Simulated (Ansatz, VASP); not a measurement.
# One calculation of SnPb3Se4, two programs

The input INCAR:

```
SYSTEM = SnPb3Se4
  ALGO = Normal
  EDIFF = 1E-7
  ENCUT = 520
  GGA = PE
  ISIF = 2
  ISMEAR = 0
  LASPH = .TRUE.
  LCHARG = .FALSE.
  LREAL = .FALSE.
  LWAVE = .FALSE.
  NBANDS = 50
  NELM = 80
  PREC = Accurate
  SIGMA = 0.1
```

File KPOINTS:

```
k-points
0
G
  4 4 2
  0 0 0
```

POSCAR

```
SnPb3Se4
1.0
    4.3577988800      0.0000000000      0.0000000000
    0.0000000000      4.3577988800      0.0000000000
    0.0000000000      0.0000000000     12.3257165500
Sn Pb Se
1 3 4
Direct
    0.5000000000      0.5000000000      0.5000000000
    0.0000000000      0.0000000000      0.7500000000
    0.5000000000      0.5000000000      0.0000000000
    0.0000000000      0.0000000000      0.2500000000
    0.0000000000      0.0000000000      0.0000000000
    0.5000000000      0.5000000000      0.2500000000
    0.0000000000      0.0000000000      0.5000000000
    0.5000000000      0.5000000000      0.7500000000
```

Input for Ansatz:

```yaml
crystal:
  lattice:
    - [4.35779888, 0.0, 0.0]
    - [0.0, 4.35779888, 0.0]
    - [0.0, 0.0, 12.32571655]
  atoms:
    - { symbol: Sn, position: [0.5, 0.5, 0.5] }
    - { symbol: Pb, position: [0.0, 0.0, 0.75] }
    - { symbol: Pb, position: [0.5, 0.5, 0.0] }
    - { symbol: Pb, position: [0.0, 0.0, 0.25] }
    - { symbol: Se, position: [0.0, 0.0, 0.0] }
    - { symbol: Se, position: [0.5, 0.5, 0.25] }
    - { symbol: Se, position: [0.0, 0.0, 0.5] }
    - { symbol: Se, position: [0.5, 0.5, 0.75] }
basis:
  ecutwfc: 420
kpoints:
  mp_grid: { grid: [4, 4, 2] }
hamiltonian:
  xc: pbe
scf:
  occupations: { method: gaussian, width: 0.1 }
  lower_state_search: "off"
output:
  forces: true
  stress: true
  eigenvalues: true
```

Alike in both runs: task single point; functional PBE; k mesh 4 × 4 × 2; occupations gaussian, width 0.1 eV; no spin polarisation.

|  | VASP | Ansatz |
| --- | --- | --- |
| version | VASP 6.6.1 | Ansatz 0.2.0 |
| potentials or method | VASP PAW PBE potentials, release 64 (Sn_d, Pb_d, Se), cutoff 520 eV | scalar-relativistic, plane waves, PAW |
| valence electrons in the cell | 80 | 120 |

```csv
,VASP,Ansatz,Ansatz less VASP
gap on the k mesh at the Fermi level (eV),none,none,-
pressure (GPa),0.3,0.3,+0.02
rms of the force components (eV/Å),0.058,0.058,+0.0001
```

Atom by atom the forces differ by 0.000 eV/Å (rms over components). A gap of «none» marks a metal or a gap that the smearing closes. VASP's potentials hold 80 valence electrons a cell and Ansatz's 120, so a difference there can come from the potentials and not from the codes.

The k mesh is coarse, so the values compare programs but aren't converged. Spin-orbit coupling is off throughout.
